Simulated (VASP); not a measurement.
# Al (P6_3/mmc) in VASP: a series of runs, part 2 of 2

VASP 6.6.1. Earlier steps stand in the parts before.

## (3) Single point, r2SCAN

This run uses another cell than the first one, of 14.58 Å³/atom.

The input, POSCAR:

```
Al
1.0
    2.7396314890      0.0000000000      0.0000000000
   -1.3698157445      2.3725904665      0.0000000000
    0.0000000000      0.0000000000      4.4874515592
Al
2
Direct
    0.3333333333      0.6666666667      0.2500000000
    0.6666666667      0.3333333333      0.7500000000
```

The input, INCAR.step1:

```
ALGO = Normal
EDIFF = 1E-4
ENCUT = 520
GGA = PE
ISMEAR = 0
LASPH = True
LCHARG = False
LREAL = False
LWAVE = True
NBANDS = 10
NELM = 100
PREC = Accurate
SIGMA = 0.05
```

The input, INCAR.step2:

```
ALGO = Normal
EDIFF = 1E-7
ENCUT = 520
ISIF = 2
ISMEAR = 0
ISTART = 1
LASPH = True
LCHARG = False
LMIXTAU = True
LREAL = False
LWAVE = False
METAGGA = R2SCAN
NBANDS = 10
NELM = 100
PREC = Accurate
SIGMA = 0.05
```

The input, KPOINTS:

```
k-points
0
Gamma
  19 19 10
```

Potentials or basis: VASP PAW PBE potentials, release 64 (Al).

The run is started by

```console
$ cat potpaw_PBE.64/Al/POTCAR > POTCAR
$ cp INCAR.step1 INCAR
$ mpirun -np 1 vasp_std > vasp.out
$ cp INCAR.step2 INCAR
$ mpirun -np 1 vasp_std > vasp.out
```

OUTCAR:

```text
EDIFF = 1E-7
   ENCUT = 520
   ISIF = 2
   ISMEAR = 0
   ISTART = 1
   LASPH = True
   LREAL = False
   METAGGA = R2SCAN
   NELM = 100
   PREC = Accurate

 ion  position               nearest neighbor table
   1  0.333  0.667  0.250-   2 2.75   2 2.75   2 2.75   2 2.75   2 2.75   2 2.75
   2  0.667  0.333  0.750-   1 2.75   1 2.75   1 2.75   1 2.75   1 2.75   1 2.75

  LATTYP: Found a hexagonal cell.
 ALAT       =     2.7396314890
 C/A-ratio  =     1.6379763400

  Lattice vectors:

 A1 = (   2.7396314890,   0.0000000000,   0.0000000000)
 A2 = (  -1.3698157445,   2.3725904665,   0.0000000000)
 A3 = (   0.0000000000,   0.0000000000,   4.4874515592)

Analysis of symmetry for initial positions (statically):
=====================================================================
 Subroutine PRICEL returns:
 Original cell was already a primitive cell.

 Routine SETGRP: Setting up the symmetry group for a
 hexagonal supercell.

 Subroutine GETGRP returns: Found 24 space group operations
 (whereof 12 operations were pure point group operations)
 out of a pool of 24 trial point group operations.

The static configuration has the point symmetry D_3d.
 The point group associated with its full space group is D_6h.

Analysis of symmetry for dynamics (positions and initial velocities):
=====================================================================
 Subroutine PRICEL returns:
 Original cell was already a primitive cell.

 Routine SETGRP: Setting up the symmetry group for a
 hexagonal supercell.

 Subroutine GETGRP returns: Found 24 space group operations
 (whereof 12 operations were pure point group operations)
 out of a pool of 24 trial point group operations.

The dynamic configuration has the point symmetry D_3d.
 The point group associated with its full space group is D_6h.

 Subroutine INISYM returns: Found 24 space group operations
 (whereof 12 operations are pure point group operations),
 and found     1 'primitive' translations

[... 116 lines left out ...]
  Fermi-wavevector in a.u.,A,eV,Ry     =   0.966393  1.826218 12.706685  0.933915
  Thomas-Fermi vector in A             =   2.096190
   LORBIT       =      0    0 simple, 1 ext, 2 COOP (PROOUT), +10 PAW based schemes
   METAGGA = R2SCAN    functional components
   LHFCALC =     F    Hartree Fock is set to
   AEXX    =    0.0000 exact exchange contribution
   IVDW    =     0    specifies the selected vdW correction
   LEPSILON=     F    determine dielectric tensor
   LRPA    =     F    only Hartree local field effects (RPA)
 non-spin polarized calculation
 Gauss-broadening in eV      SIGMA  =   0.05
  energy-cutoff  :      520.00
  volume of cell :       29.17
 maximum number of plane-waves:       801
   NGX = 11   NGY = 11   NGZ = 17

 number of electron       6.0000000 magnetization

 Free energy of the ion-electron system (eV)
  ---------------------------------------------------
  ext. energy  EPLUGINS =         0.00000000
  ---------------------------------------------------
  free energy    TOTEN  =       -13.32189646 eV

  energy without entropy =      -13.32107544  energy(sigma->0) =      -13.32148595

 E-fermi :   9.3857     XC(G=0): -11.3768

 val. band max:        9.3584753865   @ k =   0.2632   0.1579   0.0000
 cond. band min:       9.3949750156   @ k =   0.3158   0.1053   0.5000
 fundamental gap:      0.0364996292
 Fermi energy:         9.3857235851

 k-point     1 :       0.0000    0.0000    0.0000
  band No.  band energies     occupation
      1      -3.3835      2.00000
      2       3.8258      2.00000
      3       4.6086      2.00000
      4      21.7649      0.00000
      5      21.7649      0.00000
      6      21.8357      0.00000
      7      21.8357      0.00000
      8      22.7612      0.00000
      9      25.7322      0.00000
     10      26.4207      0.00000
[... 287 lines left out ...]
 k-point    24 :       0.3158    0.1053    0.0000
  band No.  band energies     occupation
      1       0.5653      2.00000
      2       7.0241      2.00000
      3       7.5369      2.00000
      4       9.0252      2.00000
      5      12.9191      0.00000
      6      14.3753      0.00000
      7      15.9816      0.00000
      8      19.8797      0.00000
      9      20.9241      0.00000
     10      21.7037      0.00000

 [... further k-points ...]
[... 5 lines left out ...]
  --------------------------------------------------------------------------------------
  -------------------------------------------------------------------------------------
  Total        1.7425805      1.7425805      1.7420585      0.0000000      0.0000000      0.0000000
  in kB       95.7169213     95.7169213     95.6882481      0.0000000      0.0000000      0.0000000
  external PRESSURE =      95.7073635 kB  Pullay stress =       0.0000000 kB

 VOLUME and BASIS-vectors are now :
 -----------------------------------------------------------------------------
  energy-cutoff  :      520.00
  volume of cell :       29.17
      direct lattice vectors                 reciprocal lattice vectors
     2.739631489  0.000000000  0.000000000     0.365012595  0.210740120  0.000000000
    -1.369815745  2.372590467  0.000000000     0.000000000  0.421480240  0.000000000
     0.000000000  0.000000000  4.487451559     0.000000000  0.000000000  0.222843631

 POSITION                                       TOTAL-FORCE (eV/Angst)
 -----------------------------------------------------------------------------------
     -0.00000      1.58173      1.12186         0.000000     -0.000000      0.000000
      1.36982      0.79086      3.36559        -0.000000      0.000000      0.000000
 -----------------------------------------------------------------------------------
    total drift:                                0.000000     -0.000000     -0.000000

  FREE ENERGIE OF THE ION-ELECTRON SYSTEM (eV)
  ---------------------------------------------------
  free  energy   TOTEN  =       -13.3218964611 eV

  energy  without entropy=      -13.3210754396  energy(sigma->0) =      -13.32148595
```

OUTCAR.step1:

```text
EDIFF = 1E-4
   ENCUT = 520
   GGA = PE
   ISMEAR = 0
   LASPH = True
[... 535 lines left out ...]
 -----------------------------------------------------------------------------------
     -0.00000      1.58173      1.12186         0.000000      0.000000      0.000000
      1.36982      0.79086      3.36559        -0.000000      0.000000      0.000000
 -----------------------------------------------------------------------------------
    total drift:                                0.000000     -0.000000     -0.000000

  FREE ENERGIE OF THE ION-ELECTRON SYSTEM (eV)
  ---------------------------------------------------
  free  energy   TOTEN  =        -7.2756006059 eV

  energy  without entropy=       -7.2744352924  energy(sigma->0) =       -7.27501795
```

OSZICAR.step1:

```text
N       E                     dE             d eps       ncg     rms          rms(c)
DAV:   1     0.510018062937E+00    0.51002E+00   -0.24397E+03  4800   0.484E+02
DAV:   2    -0.717937107006E+01   -0.76894E+01   -0.74171E+01  6388   0.581E+01
DAV:   3    -0.733123066674E+01   -0.15186E+00   -0.15124E+00  6266   0.661E+00
DAV:   4    -0.733180144898E+01   -0.57078E-03   -0.57075E-03  5720   0.462E-01
DAV:   5    -0.733180603500E+01   -0.45860E-05   -0.45856E-05  5824   0.420E-02    0.215E+00
DAV:   6    -0.729887098790E+01    0.32935E-01   -0.24383E-03  5370   0.270E-01    0.125E+00
DAV:   7    -0.727571113326E+01    0.23160E-01   -0.72581E-03  5058   0.429E-01    0.199E-01
DAV:   8    -0.727560497465E+01    0.10616E-03   -0.98517E-05  5932   0.585E-02    0.692E-02
DAV:   9    -0.727560060593E+01    0.43687E-05   -0.26588E-06  2712   0.965E-03
   1 F= -.72756006E+01 E0= -.72750179E+01  d E =-.116531E-02
```

Run time: 2.4 min. Hardware: 1 thread of AMD EPYC 9R45 (Zen 5), shared host; peak memory 0.15 GiB.

Results:

```yaml
Free_energy: -13.3219 eV
Pressure: 9.6 GPa
Band_gap_on_the_k_mesh: zero (bands 3 and 4 overlap by 8.09 eV)
```

Caveat: the cell stands under pressure; the PAW data sets were made with another functional, which shifts forces and pressure a little.

## (4) Single point, r2SCAN

This run uses another cell than the first one, of 15.21 Å³/atom.

The input, POSCAR:

```
Al
1.0
    2.7792541287      0.0000000000      0.0000000000
   -1.3896270643      2.4069046790      0.0000000000
    0.0000000000      0.0000000000      4.5470809075
Al
2
Direct
    0.3333333333      0.6666666667      0.2500000000
    0.6666666667      0.3333333333      0.7500000000
```

The input, INCAR.step1:

```
PREC = Accurate
ENCUT = 520
ISMEAR = 0
SIGMA = 0.05
LREAL = False
LASPH = True
NELM = 100
NBANDS = 10
GGA = PE
ALGO = Normal
EDIFF = 1E-4
LWAVE = True
LCHARG = False
```

The input, INCAR.step2:

```
PREC = Accurate
ENCUT = 520
EDIFF = 1E-6
ISMEAR = 0
SIGMA = 0.05
LREAL = False
LASPH = True
NELM = 100
ALGO = Normal
ISIF = 2
LWAVE = False
LCHARG = False
METAGGA = R2SCAN
LMIXTAU = True
NBANDS = 10
ISTART = 1
```

The input, KPOINTS:

```
Automatic mesh
0
Gamma
  19 19 10
```

The run is started by

```console
$ cat potpaw_PBE.64/Al/POTCAR > POTCAR
$ cp INCAR.step1 INCAR
$ mpirun -np 1 vasp_std > vasp.out
$ cp INCAR.step2 INCAR
$ mpirun -np 1 vasp_std > vasp.out
```

Wall time 2.6 min (1 thread of AMD EPYC 9R45 (Zen 5), shared host); peak memory 0.16 GiB.

The run converged. Its results:

```yaml
Free_energy: -13.3765 eV
Pressure: 4.6 GPa
Band_gap_on_the_k_mesh: zero (bands 3 and 4 overlap by 7.97 eV)
```

Levels at points of the mesh, in eV from the Fermi level:
| k point | band 1 | band 2 | band 3 | band 4 | band 5 | band 6 |
| --- | --- | --- | --- | --- | --- | --- |
| (0.00, 0.00, 0.00) | -12.44 | -5.36 | -4.69 | 12.07 | 12.07 | 12.13 |
| (0.00, 0.00, 0.50) | -10.56 | -10.56 | 3.79 | 3.79 | 13.05 | 13.05 |

Caveat: the cell stands under pressure; the PAW data sets were made with another functional, which shifts forces and pressure a little.

## (5) Single point, r2SCAN

This run uses another cell than the first one, of 16.03 Å³/atom.

The input, POSCAR:

```
Al
1.0
    2.8135055175      0.0000000000      0.0000000000
   -1.4067527588      2.4365672519      0.0000000000
    0.0000000000      0.0000000000      4.6756876097
Al
2
Direct
    0.3333333333      0.6666666667      0.2500000000
    0.6666666667      0.3333333333      0.7500000000
```

The input, INCAR.step1:

```
SYSTEM = Al
ALGO = Normal ; EDIFF = 1E-4
ENCUT = 520 ; GGA = PE
ISMEAR = 0 ; LASPH = .TRUE.
LCHARG = .FALSE. ; LREAL = .FALSE.
LWAVE = .TRUE. ; NBANDS = 10
NELM = 100 ; PREC = Accurate
SIGMA = 0.05
```

The input, INCAR.step2:

```
SYSTEM = Al
ALGO = Normal ; EDIFF = 1E-7
ENCUT = 520 ; ISIF = 2
ISMEAR = 0 ; ISTART = 1
LASPH = .TRUE. ; LCHARG = .TRUE.
LELF = .TRUE. ; LMIXTAU = .TRUE.
LREAL = .FALSE. ; LVHAR = .TRUE.
LWAVE = .FALSE. ; METAGGA = R2SCAN
NBANDS = 10 ; NELM = 100
PREC = Accurate ; SIGMA = 0.05
```

The input, KPOINTS:

```
k-points
0
G
  19 19 10
  0 0 0
```

Potentials or basis: VASP PAW PBE potentials, release 64 (Al).

The run is started by

```console
$ cat potpaw_PBE.64/Al/POTCAR > POTCAR
$ cp INCAR.step1 INCAR
$ mpirun -np 1 vasp_std > vasp.out
$ cp INCAR.step2 INCAR
$ mpirun -np 1 vasp_std > vasp.out
```

OUTCAR:

```text
SYSTEM = Al
   EDIFF = 1E-7
   ENCUT = 520
   ISIF = 2
   ISMEAR = 0
   ISTART = 1
   LASPH = .TRUE.
   LREAL = .FALSE.
   METAGGA = R2SCAN
   NELM = 100
   PREC = Accurate

 ion  position               nearest neighbor table
   1  0.333  0.667  0.250-   2 2.85   2 2.85   2 2.85   2 2.85   2 2.85   2 2.85
   2  0.667  0.333  0.750-   1 2.85   1 2.85   1 2.85   1 2.85   1 2.85   1 2.85

  LATTYP: Found a hexagonal cell.
 ALAT       =     2.8135055175
 C/A-ratio  =     1.6618725574

  Lattice vectors:

 A1 = (   2.8135055175,   0.0000000000,   0.0000000000)
 A2 = (  -1.4067527588,   2.4365672519,   0.0000000000)
 A3 = (   0.0000000000,   0.0000000000,   4.6756876097)

Analysis of symmetry for initial positions (statically):
=====================================================================
 Subroutine PRICEL returns:
 Original cell was already a primitive cell.

 Routine SETGRP: Setting up the symmetry group for a
 hexagonal supercell.

 Subroutine GETGRP returns: Found 24 space group operations
 (whereof 12 operations were pure point group operations)
 out of a pool of 24 trial point group operations.

The static configuration has the point symmetry D_3d.
 The point group associated with its full space group is D_6h.

Analysis of symmetry for dynamics (positions and initial velocities):
=====================================================================
 Subroutine PRICEL returns:
 Original cell was already a primitive cell.

 Routine SETGRP: Setting up the symmetry group for a
 hexagonal supercell.

 Subroutine GETGRP returns: Found 24 space group operations
 (whereof 12 operations were pure point group operations)
 out of a pool of 24 trial point group operations.

The dynamic configuration has the point symmetry D_3d.
 The point group associated with its full space group is D_6h.

 Subroutine INISYM returns: Found 24 space group operations
[... 116 lines left out ...]
     AMIX     =   0.40;   BMIX     =  1.00
     AMIX_MAG =   1.60;   BMIX_MAG =  1.00
  volume/ion in A,a.u.               =      16.03       108.15
  Fermi-wavevector in a.u.,A,eV,Ry     =   0.936486  1.769702 11.932395  0.877006
  Thomas-Fermi vector in A             =   2.063500
   LORBIT       =      0    0 simple, 1 ext, 2 COOP (PROOUT), +10 PAW based schemes
   METAGGA = R2SCAN    functional components
   LHFCALC =     F    Hartree Fock is set to
   AEXX    =    0.0000 exact exchange contribution
   IVDW    =     0    specifies the selected vdW correction
   LEPSILON=     F    determine dielectric tensor
   LRPA    =     F    only Hartree local field effects (RPA)
 non-spin polarized calculation
 Gauss-broadening in eV      SIGMA  =   0.05
  energy-cutoff  :      520.00
  volume of cell :       32.05
 maximum number of plane-waves:       881
 NGX is ok and might be reduce to    24
   NGX = 11   NGY = 11   NGZ = 17

 number of electron       6.0000000 magnetization

 Free energy of the ion-electron system (eV)
  ---------------------------------------------------
  ext. energy  EPLUGINS =         0.00000000
  ---------------------------------------------------
  free energy    TOTEN  =       -13.39659987 eV

  energy without entropy =      -13.39573601  energy(sigma->0) =      -13.39616794

 E-fermi :   8.3526     XC(G=0): -11.0225

 val. band max:        8.3350005893   @ k =   0.3684   0.1053   0.0000
 cond. band min:       8.3706399106   @ k =   0.3684   0.0000   0.1000
 fundamental gap:      0.0356393213
 Fermi energy:         8.3525562978

 k-point     1 :       0.0000    0.0000    0.0000
  band No.  band energies     occupation
      1      -3.7313      2.00000
      2       3.0974      2.00000
      3       3.5205      2.00000
      4      20.2150      0.00000
      5      20.2150      0.00000
      6      20.3742      0.00000
      7      20.3742      0.00000
      8      21.0128      0.00000
      9      23.5429      0.00000
     10      23.8798      0.00000
[... 287 lines left out ...]
 k-point    24 :       0.3158    0.1053    0.0000
  band No.  band energies     occupation
      1       0.0330      2.00000
      2       6.1876      2.00000
      3       6.6567      2.00000
      4       7.7645      2.00000
      5      11.7929      0.00000
      6      13.2218      0.00000
      7      14.2302      0.00000
      8      18.5271      0.00000
      9      18.9033      0.00000
     10      20.0033      0.00000

 [... further k-points ...]
[... 5 lines left out ...]
  --------------------------------------------------------------------------------------
  -------------------------------------------------------------------------------------
  Total       -0.0673229     -0.0673229     -0.0608710      0.0000000      0.0000000      0.0000000
  in kB       -3.3651268     -3.3651268     -3.0426315      0.0000000      0.0000000      0.0000000
  external PRESSURE =      -3.2576284 kB  Pullay stress =       0.0000000 kB

 VOLUME and BASIS-vectors are now :
 -----------------------------------------------------------------------------
  energy-cutoff  :      520.00
  volume of cell :       32.05
      direct lattice vectors                 reciprocal lattice vectors
     2.813505517  0.000000000  0.000000000     0.355428484  0.205206731  0.000000000
    -1.406752759  2.436567252  0.000000000     0.000000000  0.410413461  0.000000000
     0.000000000  0.000000000  4.675687610     0.000000000  0.000000000  0.213872286

 POSITION                                       TOTAL-FORCE (eV/Angst)
 -----------------------------------------------------------------------------------
     -0.00000      1.62438      1.16892        -0.000000      0.000000      0.000000
      1.40675      0.81219      3.50677         0.000000     -0.000000      0.000000
 -----------------------------------------------------------------------------------
    total drift:                                0.000000     -0.000000     -0.000000

  FREE ENERGIE OF THE ION-ELECTRON SYSTEM (eV)
  ---------------------------------------------------
  free  energy   TOTEN  =       -13.3965998714 eV

  energy  without entropy=      -13.3957360085  energy(sigma->0) =      -13.39616794
```

OUTCAR.step1:

```text
SYSTEM = Al
   EDIFF = 1E-4
   ENCUT = 520
   GGA = PE
   ISMEAR = 0
   LASPH = .TRUE.
   LREAL = .FALSE.
[... 536 lines left out ...]
     -0.00000      1.62438      1.16892         0.000000     -0.000000      0.000000
      1.40675      0.81219      3.50677        -0.000000      0.000000      0.000000
 -----------------------------------------------------------------------------------
    total drift:                                0.000000     -0.000000     -0.000000

  FREE ENERGIE OF THE ION-ELECTRON SYSTEM (eV)
  ---------------------------------------------------
  free  energy   TOTEN  =        -7.4142648677 eV

  energy  without entropy=       -7.4133022576  energy(sigma->0) =       -7.41378356
```

OSZICAR.step1:

```text
N       E                     dE             d eps       ncg     rms          rms(c)
DAV:   1    -0.199890995586E-02   -0.19989E-02   -0.23278E+03  4808   0.474E+02
DAV:   2    -0.730856246739E+01   -0.73066E+01   -0.70365E+01  6392   0.556E+01
DAV:   3    -0.746329196549E+01   -0.15473E+00   -0.15245E+00  6272   0.648E+00
DAV:   4    -0.746395082788E+01   -0.65886E-03   -0.65878E-03  5712   0.483E-01
DAV:   5    -0.746395634946E+01   -0.55216E-05   -0.55224E-05  5798   0.449E-02    0.188E+00
DAV:   6    -0.743495360651E+01    0.29003E-01   -0.30593E-03  5432   0.303E-01    0.109E+00
DAV:   7    -0.741435460460E+01    0.20599E-01   -0.88166E-03  5092   0.477E-01    0.178E-01
DAV:   8    -0.741426486772E+01    0.89737E-04   -0.84615E-05  6042   0.546E-02
   1 F= -.74142649E+01 E0= -.74137836E+01  d E =-.962610E-03
```

It took 3.2 min on 1 thread of AMD EPYC 9R45 (Zen 5), shared host; peak memory 0.17 GiB.

What came out:

```yaml
Free_energy: -13.3966 eV
Pressure: -0.3 GPa
Band_gap_on_the_k_mesh: zero (bands 3 and 4 overlap by 7.62 eV)
```

Caveat: the PAW data sets were made with another functional, which shifts forces and pressure a little.

## (6) Overview

| cell | gap on the mesh (eV) | pressure (GPa) |
| --- | --- | --- |
| a = 2.678, b = 2.678, c = 4.390 Å, angles 90.0, 90.0, 120.0°, 2 atoms | none | 19.5 |
| a = 2.740, b = 2.740, c = 4.487 Å, angles 90.0, 90.0, 120.0°, 2 atoms | none | 9.6 |
| a = 2.779, b = 2.779, c = 4.547 Å, angles 90.0, 90.0, 120.0°, 2 atoms | none | 4.6 |
| a = 2.814, b = 2.814, c = 4.676 Å, angles 90.0, 90.0, 120.0°, 2 atoms | none | -0.3 |

Alike in all rows: task single point; level r2SCAN; potentials or basis VASP PAW PBE potentials, release 64 (Al); no spin polarisation; k mesh 19 × 19 × 10; cutoff (eV) 520; smearing gaussian 0.05 eV.

Caveats: the PAW data sets were made with another functional, which shifts forces and pressure a little; the cell stands under pressure (at least some runs).

Total energies depend on the potentials used, so only differences within one code and one set of settings carry meaning.
